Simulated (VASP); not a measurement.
Input of a VASP 6.6.1 run:

The input INCAR:

```
ALGO = Fast
EDIFF = 1E-6
ENCUT = 520
GGA = PS
ISIF = 2
ISMEAR = 0
LASPH = True
LCHARG = False
LREAL = False
LWAVE = False
NBANDS = 14
NELM = 60
PREC = Accurate
SIGMA = 0.15
```

KPOINTS

```
k-points
0
Gamma
  12 12 10
```

The input POSCAR:

```
Na
1.0
    0.0000000000     -3.7580792051      0.0000000000
   -3.7580792051      0.0000000000      0.0000000000
    0.0000000000      0.0000000000     -5.2675445391
Na
2
Direct
    0.5000000000      0.5000000000      0.5000000000
    0.0000000000      0.0000000000      0.0000000000
```

Potentials or basis: VASP PAW PBE potentials, release 64 (Na_pv).

The run is started by

```console
$ cat potpaw_PBE.64/Na_pv/POTCAR > POTCAR
$ mpirun -np 1 vasp_std > vasp.out
```

(1) Estimate the pressure.

(2) Predict the band gap on the k mesh.

## Answers

(1) -0.2 GPa.

(2) zero (bands 7 and 8 overlap by 4.84 eV).

Caveat: the PAW data sets were made with another functional, which shifts forces and pressure a little.
